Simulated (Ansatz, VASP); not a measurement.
CdTe: VASP beside Ansatz

Contents of INCAR:

```
PREC = Accurate
ENCUT = 500
EDIFF = 1E-6
ISMEAR = 0
SIGMA = 0.02
LREAL = False
LASPH = True
NELM = 120
ALGO = Normal
ISIF = 2
LWAVE = False
LCHARG = False
GGA = CA
NBANDS = 16
GGA_COMPAT = False
```

File KPOINTS:

```
Automatic mesh
0
Gamma
  6 6 6
```

POSCAR

```
CdTe
1.0
    0.0000000000      3.1978000000      3.1978000000
    3.1978000000      0.0000000000      3.1978000000
    3.1978000000      3.1978000000      0.0000000000
Cd Te
1 1
Direct
    0.0000000000      0.0000000000      0.0000000000
    0.2500000000      0.2500000000      0.2500000000
```

Input for Ansatz:

```yaml
crystal:
  lattice:
    - [0.0, 3.1978, 3.1978]
    - [3.1978, 0.0, 3.1978]
    - [3.1978, 3.1978, 0.0]
  atoms:
    - { symbol: Cd, position: [0.0, 0.0, 0.0] }
    - { symbol: Te, position: [0.25, 0.25, 0.25] }
basis:
  ecutwfc: 420
kpoints:
  mp_grid: { grid: [6, 6, 6] }
hamiltonian:
  xc: lda
scf:
  occupations: { method: gaussian, width: 0.02 }
output:
  forces: true
  stress: true
  eigenvalues: true
```

Alike in both runs: task single point; functional LDA; k mesh 6 × 6 × 6; occupations gaussian, width 0.02 eV; no spin polarisation.

|  | VASP | Ansatz |
| --- | --- | --- |
| version | VASP 6.6.1 | Ansatz 0.2.0 |
| potentials or method | VASP PAW LDA potentials, release 64 (Cd, Te), cutoff 500 eV | scalar-relativistic, plane waves, PAW |
| valence electrons in the cell | 18 | 36 |

|  | VASP | Ansatz | Ansatz less VASP |
| --- | --- | --- | --- |
| gap on the k mesh at the Fermi level (eV) | 0.67 | 0.63 | -0.043 |
| least direct gap on the mesh (eV) | 0.67 | 0.63 | -0.043 |
| pressure (GPa) | 0.6 | 0.3 | -0.27 |

LDA's correlation is that of Perdew and Zunger in VASP and of Perdew and Wang (1992) in Ansatz. VASP's potentials hold 18 valence electrons a cell and Ansatz's 36, so a difference there can come from the potentials and not from the codes.

Neither program's run includes spin-orbit coupling.
